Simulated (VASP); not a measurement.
# NaF (P6_3mc) in VASP: relaxation of cell and atoms with PBE

Aim: the relaxation of cell and atoms of NaF with PBE.

Everything below comes from runs of VASP 6.6.1. Logs are shortened: lines on timing, memory, paths and dates and some standing lists are left out, and cuts for length are marked.

**1. The cell of the first run**

The structure is hexagonal, space group P6_3mc (No. 186). The conventional cell has a = 3.193 Å, b = 3.193 Å, c = 5.215 Å, α = 90.00°, β = 90.00°, γ = 120.00°. Within 2.6 Å of Na (site symmetry 3m) lie 4 F at 1.96 Å. Within 2.6 Å of F (site symmetry 3m) lie 4 Na at 1.96 Å.

**2. Relaxation of cell and atoms, PBE**

Input file INCAR:

```
PREC     = Accurate       # precision mode
ENCUT    = 1130           # plane-wave cutoff, eV
EDIFF    = 1E-7           # SCF threshold, eV
ISMEAR   = -1             # smearing method
SIGMA    = 0.02           # smearing width, eV
LREAL    = F              # projectors in reciprocal space
LASPH    = T              # aspherical terms in the spheres
NELM     = 120            # most SCF steps
ALGO     = Normal         # electronic algorithm
ISIF     = 3              # what is computed and relaxed
LWAVE    = F              # write WAVECAR
LCHARG   = F              # write CHGCAR
GGA      = PE             # functional
IBRION   = 2              # ionic algorithm
NSW      = 80             # ionic steps
EDIFFG   = -0.005         # ionic threshold
GGA_COMPAT= F            
NELMIN   = 4
```

Input file KPOINTS:

```
Automatic mesh
0
Gamma
  12 12 4
```

Input file POSCAR:

```
NaF
1.0
    3.1933181280      0.0000000000      0.0000000000
   -1.5966590640      2.7654946212      0.0000000000
    0.0000000000      0.0000000000      5.2146885030
Na F
2 2
Direct
    0.3333333333      0.6666666667      0.0000000000
    0.6666666667      0.3333333333      0.5000000000
    0.3333333333      0.6666666667      0.3750000000
    0.6666666667      0.3333333333      0.8750000000
```

Potentials or basis: VASP PAW PBE potentials, release 64 (Na_sv, F).

On the command line:

```console
cat potpaw_PBE.64/Na_sv/POTCAR potpaw_PBE.64/F/POTCAR > POTCAR
mpirun -np 1 vasp_std > vasp.out
```

OUTCAR:

```text
PREC = Accurate
   ENCUT = 1130
   EDIFF = 1E-7
   ISMEAR = -1
   LREAL = F
   LASPH = T
   NELM = 120
   ISIF = 3
   GGA = PE
   IBRION = 2
   NSW = 80
   EDIFFG = -0.005
   NELMIN = 4

 ion  position               nearest neighbor table
   1  0.333  0.667  0.000-
   2  0.667  0.333  0.500-
   3  0.333  0.667  0.375-
   4  0.667  0.333  0.875-

  LATTYP: Found a hexagonal cell.
 ALAT       =     3.1933181280
 C/A-ratio  =     1.6330000000

  Lattice vectors:

 A1 = (   3.1933181280,   0.0000000000,   0.0000000000)
 A2 = (  -1.5966590640,   2.7654946212,   0.0000000000)
 A3 = (   0.0000000000,   0.0000000000,   5.2146885030)

Analysis of symmetry for initial positions (statically):
=====================================================================
 Subroutine PRICEL returns:
 Original cell was already a primitive cell.

 Routine SETGRP: Setting up the symmetry group for a
 hexagonal supercell.

 Subroutine GETGRP returns: Found 12 space group operations
 (whereof  6 operations were pure point group operations)
 out of a pool of 24 trial point group operations.

The static configuration has the point symmetry C_3v.
 The point group associated with its full space group is C_6v.

Analysis of symmetry for dynamics (positions and initial velocities):
=====================================================================
 Subroutine PRICEL returns:
 Original cell was already a primitive cell.

 Routine SETGRP: Setting up the symmetry group for a
 hexagonal supercell.

 Subroutine GETGRP returns: Found 12 space group operations
 (whereof  6 operations were pure point group operations)
 out of a pool of 24 trial point group operations.

The dynamic configuration has the point symmetry C_3v.
 The point group associated with its full space group is C_6v.

 Subroutine INISYM returns: Found 12 space group operations
 (whereof  6 operations are pure point group operations),
 and found     1 'primitive' translations

----------------------------------------------------------------------------------------

                                     Primitive cell

  volume of cell :      46.0515

  direct lattice vectors                    reciprocal lattice vectors
     3.193318128  0.000000000  0.000000000     0.313153892  0.180799484  0.000000000
    -1.596659064  2.765494621  0.000000000     0.000000000  0.361598968  0.000000000
     0.000000000  0.000000000  5.214688503     0.000000000  0.000000000  0.191766009

  length of vectors
     3.193318128  3.193318128  5.214688503     0.361598968  0.361598968  0.191766009

  position of ions in fractional coordinates (direct lattice)
     0.333333333  0.666666667  0.000000000
     0.666666667  0.333333333  0.500000000
     0.333333333  0.666666667  0.375000000
     0.666666667  0.333333333  0.875000000

  ion indices of the primitive-cell ions
   primitive index   ion index
                 1           1
                 2           2
                 3           3
                 4           4

----------------------------------------------------------------------------------------

 KPOINTS: Automatic mesh

Automatic generation of k-mesh.
 Grid dimensions read from file:
 generate k-points for:   12   12    4

 Generating k-lattice:

  Cartesian coordinates                     Fractional coordinates (reciprocal lattice)
     0.026096158  0.015066624  0.000000000     0.083333333  0.000000000  0.000000000
     0.000000000  0.030133247  0.000000000     0.000000000  0.083333333  0.000000000
     0.000000000  0.000000000  0.047941502     0.000000000  0.000000000  0.250000000

  Length of vectors
     0.030133247  0.030133247  0.047941502

  Shift w.r.t. Gamma in fractional coordinates (k-lattice)
     0.000000000  0.000000000  0.000000000

 Subroutine IBZKPT returns following result:
 ===========================================

 Found     57 irreducible k-points:

 Following reciprocal coordinates:
            Coordinates               Weight
  0.000000  0.000000  0.000000      1.000000
  0.083333 -0.000000  0.000000      6.000000
  0.166667 -0.000000  0.000000      6.000000
  0.250000 -0.000000  0.000000      6.000000
  0.333333 -0.000000  0.000000      6.000000
  0.416667 -0.000000  0.000000      6.000000
[... 16 lines left out ...]
  0.250000 -0.000000  0.250000     12.000000
  0.333333 -0.000000  0.250000     12.000000
 [... further k-points ...]
   k-points           NKPTS =     57   k-points in BZ     NKDIM =     57   number of bands    NBANDS=     20
   number of dos      NEDOS =    301   number of ions     NIONS =      4
   total plane-waves  NPLWV =  77760
   dimension x,y,z NGX =    36 NGY =   36 NGZ =   60
   dimension x,y,z NGXF=    72 NGYF=   72 NGZF=  120
   ions per type =               2   2
   NGX,Y,Z   is equivalent  to a cutoff of  18.74, 18.74, 19.13 a.u.
   NGXF,Y,Z  is equivalent  to a cutoff of  37.48, 37.48, 38.26 a.u.
 SYSTEM =  unknown system
   PREC   = accura    normal or accurate (medium, high low for compatibility)
   ISTART =      0    job   : 0-new  1-cont  2-samecut
   ICHARG =      2    charge: 1-file 2-atom 10-const
   ISPIN  =      1    spin polarized calculation?
   LNONCOLLINEAR =      F non collinear calculations
   LSORBIT =      F    spin-orbit coupling
   LASPH  =      T    aspherical Exc in radial PAW
   ENCUT  = 1130.0 eV  83.05 Ry    9.11 a.u.   8.75  8.75 14.29*2*pi/ulx,y,z
   NELM   =    120;   NELMIN=  4; NELMDL= -5     # of ELM steps
   EDIFF  = 0.1E-06   stopping-criterion for ELM
   LREAL  =      F    real-space projection
   EDIFFG = -.5E-02   stopping-criterion for IOM
   NSW    =     80    number of steps for IOM
   IBRION =      2    ionic relax: 0-MD 1-quasi-New 2-CG
   NFREE  =      1    steps in history (QN), initial steepest desc. (CG)
   ISIF   =      3    stress and relaxation
   ISYM   =      2    0-nonsym 1-usesym 2-fastsym
   POTIM  = 0.5000    time-step for ionic-motion
   TEBEG  =    0.0;   TEEND  =   0.0 temperature during run
   PSTRESS=    0.0 pullay stress
   NELECT =      32.0000    total number of electrons
   NUPDOWN=      -1.0000    fix difference up-down
   EMIN   =  10.00;   EMAX   =-10.00  energy-range for DOS
   EFERMI =   0.00;   METHOD = LEGACY
   ISMEAR =    -1;   SIGMA  =   0.02  broadening in eV -4-tet -1-fermi 0-gaus
   EFERMI_NEDOS =   21; number of points for ismear=-14 and -15
   IALGO  =     38    algorithm
   IMIX   =      4    mixing-type and parameters
     AMIX     =   0.40;   BMIX     =  1.00
     AMIX_MAG =   1.60;   BMIX_MAG =  1.00
  volume/ion in A,a.u.               =      11.51        77.69
  Fermi-wavevector in a.u.,A,eV,Ry     =   1.450030  2.740160 28.607439  2.102587
  Thomas-Fermi vector in A             =   2.567689
   LORBIT       =      0    0 simple, 1 ext, 2 COOP (PROOUT), +10 PAW based schemes
   GGA     = PE    functional components
   LHFCALC =     F    Hartree Fock is set to
   AEXX    =    0.0000 exact exchange contribution
   IVDW    =     0    specifies the selected vdW correction
   LEPSILON=     F    determine dielectric tensor
   LRPA    =     F    only Hartree local field effects (RPA)
 conjugate gradient relaxation of ions
 non-spin polarized calculation
  energy-cutoff  :     1130.00
  volume of cell :       46.05
 maximum number of plane-waves:      4020
 NGX is ok and might be reduce to    36
   NGX = 17   NGY = 17   NGZ = 29

--------------------------------------- Ionic step        1  -------------------------------------------

 number of electron      32.0000002 magnetization

 Free energy of the ion-electron system (eV)
  ---------------------------------------------------
  ext. energy  EPLUGINS =         0.00000000
  ---------------------------------------------------
  free energy    TOTEN  =       -15.28786075 eV

  energy without entropy =      -15.28786075  energy(sigma->0) =      -15.28786075

 E-fermi :  -1.0158     XC(G=0):  -9.1967

 val. band max:       -1.6903417280   @ k =   0.3333   0.3333   0.5000
 cond. band min:       5.2436942214   @ k =   0.0000   0.0000   0.0000
 fundamental gap:      6.9340359494
 Fermi energy:        -1.0157750717

 k-point     1 :       0.0000    0.0000    0.0000
  band No.  band energies     occupation
      1     -47.6326      2.00000
      2     -47.6062      2.00000
      3     -21.5050      2.00000
      4     -20.8024      2.00000
      5     -19.5445      2.00000
      6     -19.5445      2.00000
[... 541 lines left out ...]
     19      13.0989      0.00000
     20      14.0455      0.00000

 [... further k-points ...]

------------------------ aborting loop because EDIFF is reached ----------------------------------------

  FORCE on cell =-STRESS in cart. coord.  units (eV):
  Direction    XX          YY          ZZ          XY          YZ          ZX
  --------------------------------------------------------------------------------------
  -------------------------------------------------------------------------------------
  Total        9.1315832      9.1315832      8.7086407      0.0000000      0.0000000     -0.0000000
  in kB      317.6971283    317.6971283    302.9825250      0.0000000      0.0000000     -0.0000000
  external PRESSURE =     312.7922605 kB  Pullay stress =       0.0000000 kB
[... 95 lines left out ...]
  FREE ENERGIE OF THE ION-ELECTRON SYSTEM (eV)
  ---------------------------------------------------
  free  energy   TOTEN  =       -16.7526535753 eV

  energy  without entropy=      -16.7526535753  energy(sigma->0) =      -16.75265358

[... ionic steps 4 to 33 ...]

--------------------------------------- Ionic step       34  -------------------------------------------

 number of electron      32.0000019 magnetization

------------------------ aborting loop because EDIFF is reached ----------------------------------------
[... 71 lines left out ...]
--------------------------------------- Ionic step       36  -------------------------------------------

 number of electron      32.0000019 magnetization

 Free energy of the ion-electron system (eV)
  ---------------------------------------------------
  ext. energy  EPLUGINS =         0.00000000
  ---------------------------------------------------
  free energy    TOTEN  =       -16.93916343 eV

  energy without entropy =      -16.93916343  energy(sigma->0) =      -16.93916343

 E-fermi :  -2.2036     XC(G=0):  -7.8683

 val. band max:       -2.6722355914   @ k =   0.0000   0.0000   0.0000
 cond. band min:       2.8368035191   @ k =   0.0000   0.0000   0.0000
 fundamental gap:      5.5090391104
 Fermi energy:        -2.2035918500

 k-point     1 :       0.0000    0.0000    0.0000
  band No.  band energies     occupation
      1     -49.9409      2.00000
      2     -49.9268      2.00000
      3     -21.9187      2.00000
      4     -21.8816      2.00000
      5     -21.8816      2.00000
      6     -21.8406      2.00000
[... 541 lines left out ...]
     19       9.2555      0.00000
     20      11.7238      0.00000

 [... further k-points ...]

------------------------ aborting loop because EDIFF is reached ----------------------------------------

  FORCE on cell =-STRESS in cart. coord.  units (eV):
  Direction    XX          YY          ZZ          XY          YZ          ZX
  --------------------------------------------------------------------------------------
  -------------------------------------------------------------------------------------
  Total        0.0148337      0.0148337      0.0066812     -0.0000000     -0.0000000      0.0000000
  in kB        0.3817204      0.3817204      0.1719304     -0.0000000     -0.0000000      0.0000000
  external PRESSURE =       0.3117904 kB  Pullay stress =       0.0000000 kB
[... 19 lines left out ...]
  FREE ENERGIE OF THE ION-ELECTRON SYSTEM (eV)
  ---------------------------------------------------
  free  energy   TOTEN  =       -16.9391634325 eV

  energy  without entropy=      -16.9391634325  energy(sigma->0) =      -16.93916343

 reached required accuracy - stopping structural energy minimisation
```

Run time: 31 min. Hardware: 1 thread of AMD EPYC 9R45 (Zen 5), shared host; peak memory 0.32 GiB.

Results:

| Property | Result |
| --- | --- |
| Free energy | -16.9392 eV |
| Relaxed volume | 15.57 Å³/atom |
| Relaxed cell | a = 3.929 Å, b = 3.929 Å, c = 4.657 Å, α = 90.00°, β = 90.00°, γ = 120.00° |
| Space group after relaxing (to 0.1 Å) | P6_3/mmc (No. 194) |
| Energy gained by relaxing | 412.8 meV/atom |
| Ionic steps | 36 |
| Pressure after relaxing | 0.0 GPa |
| Band gap on the k mesh | 5.51 eV |

The path:
| step | energy change (eV) | largest force (eV/Å) | pressure (GPa) | volume (Å³) |
| --- | --- | --- | --- | --- |
| 1 | 0.0000 | 0.0513 | 31.28 | 46.05 |
| 2 | -1.4269 | 0.0473 | 3.07 | 62.71 |
| 3 | -1.4648 | 0.0450 | 1.20 | 65.61 |
| 4 | -1.4555 | 0.0384 | -1.48 | 71.65 |
| 5 | -1.4733 | 0.0423 | -0.11 | 68.15 |
| 6 | -1.4733 | 0.0429 | 0.13 | 67.65 |
| 7 | -1.4744 | 0.0466 | 0.13 | 67.65 |
| 8 | -1.4773 | 0.0591 | 0.12 | 67.64 |
| 9 | -1.4814 | 0.0862 | 0.11 | 67.60 |
| 10 | -1.4836 | 0.1614 | 0.05 | 67.45 |
| 11 | -1.4845 | 0.1559 | 0.02 | 67.45 |
| 12 | -1.4872 | 0.1405 | -0.04 | 67.46 |
| 13 | -1.4920 | 0.1130 | -0.17 | 67.48 |
| 14 | -1.5009 | 0.0772 | -0.46 | 67.51 |
| 15 | -1.5223 | 0.0566 | -1.10 | 67.47 |
| 16 | -1.5970 | 0.0693 | -2.29 | 67.08 |
| 17 | -0.0136 | 4.7429 | 9.94 | 64.92 |
| 18 | -1.5831 | 0.1565 | -2.05 | 67.05 |
| 19 | -1.5733 | 0.2699 | -1.60 | 66.22 |
| 20 | -1.5990 | 0.1476 | -2.18 | 66.89 |
| 21 | -1.6148 | 0.0358 | -2.20 | 66.59 |
| 22 | -1.6142 | 0.0723 | -2.24 | 66.66 |
| 23 | -1.6187 | 0.0153 | -2.06 | 66.28 |
| 24 | -1.6189 | 0.0026 | -2.00 | 66.18 |
| 25 | -1.6240 | 0.0014 | -1.84 | 65.83 |
| 26 | -1.6366 | 0.0135 | -1.33 | 64.78 |
| 27 | -1.6494 | 0.0383 | -0.21 | 62.71 |
| 28 | -1.6499 | 0.0446 | 0.10 | 62.20 |
| 29 | -1.6499 | 0.0436 | 0.06 | 62.28 |
| 30 | -1.6503 | 0.0371 | 0.03 | 62.30 |
| 31 | -1.6511 | 0.0194 | -0.03 | 62.35 |
| 32 | -1.6507 | 0.0095 | -0.10 | 62.45 |
| 33 | -1.6512 | 0.0082 | -0.05 | 62.39 |
| 34 | -1.6512 | 0.0091 | -0.04 | 62.39 |
| 35 | -1.6513 | 0.0065 | -0.02 | 62.34 |
| 36 | -1.6513 | 0.0017 | 0.03 | 62.26 |

Final structure:
```
Na F
1.0
     3.92919    0.00000    0.00000
    -1.96460    3.40278    0.00000
     0.00000    0.00000    4.65669
Na F
2 2
Direct
  0.33333 0.66667 0.93759
  0.66667 0.33333 0.43759
  0.33333 0.66667 0.43741
  0.66667 0.33333 0.93741
```

Levels at points of the mesh, in eV from the valence-band top:
```csv
k point,band 12,band 13,band 14,band 15,band 16,band 17,band 18,band 19,band 20
"(0.00, 0.00, 0.00)",-0.55,-0.55,-0.27,-0.27,0.00,5.51,12.43,12.54,15.20
"(0.50, 0.00, 0.00)",-0.69,-0.67,-0.58,-0.34,-0.16,8.66,10.00,12.66,14.63
"(0.00, 0.00, 0.50)",-0.76,-0.41,-0.41,-0.41,-0.41,7.73,7.73,16.09,16.09
"(0.50, 0.00, 0.50)",-1.20,-0.44,-0.44,-0.24,-0.24,9.69,9.69,11.99,11.99
```

Caveat: the volume moved by over 15 % at a fixed basis, so the end points are rough; the structure was generated, so it needn't be the stable form of NaF. A k mesh can miss the band edges.
